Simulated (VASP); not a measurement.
Runs of VASP 6.6.1 on CoO. The structure is that of space group F-43m (No. 216), or close to it. The cells are those of the table. 

```tsv
level	spin	U	cell	smearing	gap on the mesh (eV)	pressure (GPa)	moment (μB)
PBEsol	off	-	a = 3.039 Å, angles 60.0°, 2 atoms	gaussian 0.1 eV	none	(b)	-
PBEsol	collinear, ferromagnetic start	-	a = 3.075 Å, angles 60.0°, 2 atoms	gaussian 0.1 eV	none	-0.1	1.82
PBEsol	off	-	a = 3.075 Å, angles 60.0°, 2 atoms	gaussian 0.1 eV	none	-7.0	-
PBEsol+U	collinear, ferromagnetic start	Co d U = 5.0 eV	a = 3.075 Å, angles 60.0°, 2 atoms	gaussian 0.05 eV	0.72	(a)	3.00
```

Alike in all rows: task single point; potentials or basis VASP PAW PBE potentials, release 64 (Co, O); k mesh 16 × 16 × 16; cutoff (eV) 520.

Task: Estimate the missing entries.

Result: (a) 26.3; (b) 0.0.

Caveats: the PAW data sets were made with another functional, which shifts forces and pressure a little; semilocal functionals often make such compounds metallic where correlation or magnetic order opens a gap, which also shifts bond lengths (some runs); an odd number of electrons without spin polarisation forces a metal (some runs); a magnetic or distorted state may lie lower (some runs); a cell with one magnetic atom can't hold antiferromagnetic order, which such compounds often take (some runs).

A k mesh can miss the band edges.

A gap of «none» marks levels without a gap at the run's occupations.
